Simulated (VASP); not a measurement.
# Ge (I4_1/amd) in VASP: a series of runs, part 2 of 2

VASP 6.6.1. The steps go on from the part before.

**3. Single point, PBE (strain +0.080 along x and y, -0.040 along z)**

Input file INCAR:

```
SYSTEM = Ge
ALGO     = Normal         ! electronic algorithm
EDIFF    = 1E-6           ! SCF threshold, eV
ENCUT    = 500            ! plane-wave cutoff, eV
GGA      = PE             ! functional
GGA_COMPAT= .FALSE.      
ISIF     = 2              ! what is computed and relaxed
ISMEAR   = 0              ! smearing method
LASPH    = .TRUE.         ! aspherical terms in the spheres
LCHARG   = .FALSE.        ! write CHGCAR
LREAL    = .FALSE.        ! projectors in reciprocal space
LWAVE    = .FALSE.        ! write WAVECAR
NBANDS   = 21             ! bands
NELM     = 120            ! most SCF steps
PREC     = Accurate       ! precision mode
SIGMA    = 0.15           ! smearing width, eV
```

Input file KPOINTS:

```
k-points
0
G
  14 14 14
  0 0 0
```

Input file POSCAR:

```
Ge
1.0
    0.0000000000      3.0550716000      2.7156192000
    3.0550716000      0.0000000000      2.7156192000
    3.0550716000      3.0550716000      0.0000000000
Ge
2
Direct
    0.5000000000      0.5000000000      0.5000000000
    0.7500000000      0.7500000000      0.7500000000
```

Potentials or basis: VASP PAW PBE potentials, release 64 (Ge_d).

Started as:

```console
$ cat potpaw_PBE.64/Ge_d/POTCAR > POTCAR
$ mpirun -np 1 vasp_std > vasp.out
```

Run time: 3.8 min. Hardware: 1 thread of Intel Xeon Platinum 8259CL at 2.50GHz (Skylake/Cascade Lake), shared host; peak memory 0.31 GiB.

Results (log left out):

```yaml
Free_energy: -8.9298 eV
Pressure: -3.1 GPa
Band_gap_on_the_k_mesh: zero (bands 14 and 15 overlap by 0.45 eV)
```

Stress tensor (GPa, compression positive):
```
-5.07  0.00  0.00
 0.00 -5.07  0.00
 0.00  0.00  0.79
```

Levels at points of the mesh, in eV from the Fermi level:
| k point | band 11 | band 12 | band 13 | band 14 | band 15 | band 16 | band 17 | band 18 |
| --- | --- | --- | --- | --- | --- | --- | --- | --- |
| (0.00, 0.00, 0.00) | -11.91 | -1.02 | -0.21 | -0.21 | 0.53 | 2.21 | 2.78 | 2.78 |
| (0.50, 0.00, 0.00) | -10.07 | -7.09 | -1.62 | -0.77 | -0.27 | 3.42 | 4.15 | 7.22 |
| (0.50, 0.50, 0.00) | -8.15 | -8.15 | -3.11 | -3.11 | 0.41 | 0.41 | 8.69 | 8.69 |
| (0.50, 0.00, 0.50) | -8.59 | -8.59 | -2.37 | -2.37 | 1.20 | 1.20 | 8.07 | 8.07 |

Caveat: the cell differs from its parent crystal (strain +0.080 along x and y, -0.040 along z); the cell stands under tension; semilocal functionals underestimate gaps, so a narrow gap can read as zero.

**4. Single point, PBE (strain +0.080 along x and y, +0.000 along z)**

Input file INCAR:

```
ALGO     = Normal         # electronic algorithm
EDIFF    = 1E-6           # SCF threshold, eV
ENCUT    = 500            # plane-wave cutoff, eV
GGA      = PE             # functional
GGA_COMPAT= False        
ISIF     = 2              # what is computed and relaxed
ISMEAR   = 0              # smearing method
LASPH    = True           # aspherical terms in the spheres
LCHARG   = False          # write CHGCAR
LREAL    = False          # projectors in reciprocal space
LWAVE    = False          # write WAVECAR
NBANDS   = 21             # bands
NELM     = 120            # most SCF steps
PREC     = Accurate       # precision mode
SIGMA    = 0.15           # smearing width, eV
```

Input file KPOINTS:

```
k-points
0
Gamma
  14 14 14
```

Input file POSCAR:

```
Ge
1.0
    0.0000000000      3.0550716000      2.8287700000
    3.0550716000      0.0000000000      2.8287700000
    3.0550716000      3.0550716000      0.0000000000
Ge
2
Direct
    0.5000000000      0.5000000000      0.5000000000
    0.7500000000      0.7500000000      0.7500000000
```

Potentials or basis: VASP PAW PBE potentials, release 64 (Ge_d).

Started as:

```console
$ cat potpaw_PBE.64/Ge_d/POTCAR > POTCAR
$ mpirun -np 1 vasp_std > vasp.out
```

OUTCAR:

```text
EDIFF = 1E-6
   ENCUT = 500
   GGA = PE
   ISIF = 2
   ISMEAR = 0
   LASPH = True
   LREAL = False
   NELM = 120
   PREC = Accurate

 ion  position               nearest neighbor table
   1  0.500  0.500  0.500-   2 2.58   2 2.58   2 2.58   2 2.58
   2  0.750  0.750  0.750-   1 2.58   1 2.58   1 2.58   1 2.58

  LATTYP: Found a body centered tetragonal cell.
 ALAT       =     4.3205236907
 C/A-ratio  =     1.3094570022

  Lattice vectors:

 A1 = (   0.0000000000,  -3.0550716000,  -2.8287700000)
[... 763 lines left out ...]

------------------------ aborting loop because EDIFF is reached ----------------------------------------

  FORCE on cell =-STRESS in cart. coord.  units (eV):
  Direction    XX          YY          ZZ          XY          YZ          ZX
  --------------------------------------------------------------------------------------
  -------------------------------------------------------------------------------------
  Total       -1.9706218     -1.9706218     -0.6579240      0.0000000      0.0000000     -0.0000000
  in kB      -59.7920510    -59.7920510    -19.9625448      0.0000000      0.0000000     -0.0000000
  external PRESSURE =     -46.5155489 kB  Pullay stress =       0.0000000 kB

 VOLUME and BASIS-vectors are now :
 -----------------------------------------------------------------------------
  energy-cutoff  :      500.00
  volume of cell :       52.80
      direct lattice vectors                 reciprocal lattice vectors
     0.000000000  3.055071600  2.828770000    -0.163662285  0.163662285  0.176755268
     3.055071600  0.000000000  2.828770000     0.163662285 -0.163662285  0.176755268
     3.055071600  3.055071600  0.000000000     0.163662285  0.163662285 -0.176755268

 POSITION                                       TOTAL-FORCE (eV/Angst)
 -----------------------------------------------------------------------------------
      3.05507      3.05507      2.82877         0.000000      0.000000     -0.000000
      4.58261      4.58261      4.24315        -0.000000     -0.000000      0.000000
 -----------------------------------------------------------------------------------
    total drift:                                0.000000     -0.000000     -0.000000

  FREE ENERGIE OF THE ION-ELECTRON SYSTEM (eV)
  ---------------------------------------------------
  free  energy   TOTEN  =        -8.9234107356 eV

  energy  without entropy=       -8.9218445253  energy(sigma->0) =       -8.92262763
```

It took 3.6 min on 1 thread of Intel Xeon Platinum 8259CL at 2.50GHz (Skylake/Cascade Lake), shared host; peak memory 0.32 GiB.

Results:

- Free energy: -8.9234 eV
- Pressure: -4.7 GPa
- Band gap on the k mesh: zero (bands 14 and 15 overlap by 0.31 eV)

Caveat: the cell differs from its parent crystal (strain +0.080 along x and y, +0.000 along z); the cell stands under tension; semilocal functionals underestimate gaps, so a narrow gap can read as zero.

**5. The runs side by side**

| cell | gap on the mesh (eV) | pressure (GPa) |
| --- | --- | --- |
| a = 4.081, b = 4.081, c = 4.161 Å, angles 59.4, 59.4, 61.3°, 2 atoms | none | -1.5 |
| a = 4.088, b = 4.088, c = 4.321 Å, angles 58.1, 58.1, 63.8°, 2 atoms | none | -3.1 |
| a = 4.164, b = 4.164, c = 4.321 Å, angles 58.7, 58.7, 62.5°, 2 atoms | none | -4.7 |

Alike in all rows: task single point; level PBE; potentials or basis VASP PAW PBE potentials, release 64 (Ge_d); no spin polarisation; k mesh 14 × 14 × 14; cutoff (eV) 500; smearing gaussian 0.15 eV.

Caveats: semilocal functionals underestimate gaps, so a narrow gap can read as zero; the cell stands under tension (at least some runs).

Absolute energies hang on the potentials; compare differences alone.
